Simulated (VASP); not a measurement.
Wanted: the native input for a VASP 6.6.1 run.

```
Task                   : single point
Functional             : PBE
Potentials or basis    : VASP PAW PBE potentials, release 64 (Ge_d)
Cutoff                 : 500 eV
k mesh                 : 14 × 14 × 14
Occupations            : gaussian, width 0.1 eV
Spin                   : no spin polarisation
Dipole correction      : no
Further INCAR settings : ALGO = Normal; EDIFF = 1e-06; NBANDS = 21
```

The structure of Ge lies in POSCAR:

```
Ge
1.0
    0.0000000000      2.8805346051      2.8805346051
    2.8805346051      0.0000000000      2.8805346051
    2.8805346051      2.8805346051      0.0000000000
Ge
2
Direct
    0.5000000000      0.5000000000      0.5000000000
    0.7500000000      0.7500000000      0.7500000000
```

The input as run:

INCAR

```
ALGO = Normal ; EDIFF = 1E-6
ENCUT = 500 ; GGA = PE
GGA_COMPAT = F ; ISIF = 2
ISMEAR = 0 ; LASPH = T
LCHARG = F ; LREAL = F
LWAVE = F ; NBANDS = 21
NELM = 120 ; PREC = Accurate
SIGMA = 0.1
```

KPOINTS

```
k-points
0
Gamma
  14 14 14
```

Potentials or basis: VASP PAW PBE potentials, release 64 (Ge_d).

Launch:

```sh
$ cat potpaw_PBE.64/Ge_d/POTCAR > POTCAR
$ mpirun -np 1 vasp_std > vasp.out
```

Results of the run:

```yaml
Pressure: -0.2 GPa
Band_gap_on_the_k_mesh: zero (filled and empty bands touch)
```

It took 75 s on 1 thread of Intel Xeon 6975P-C (shared host), peak memory 0.21 GiB.
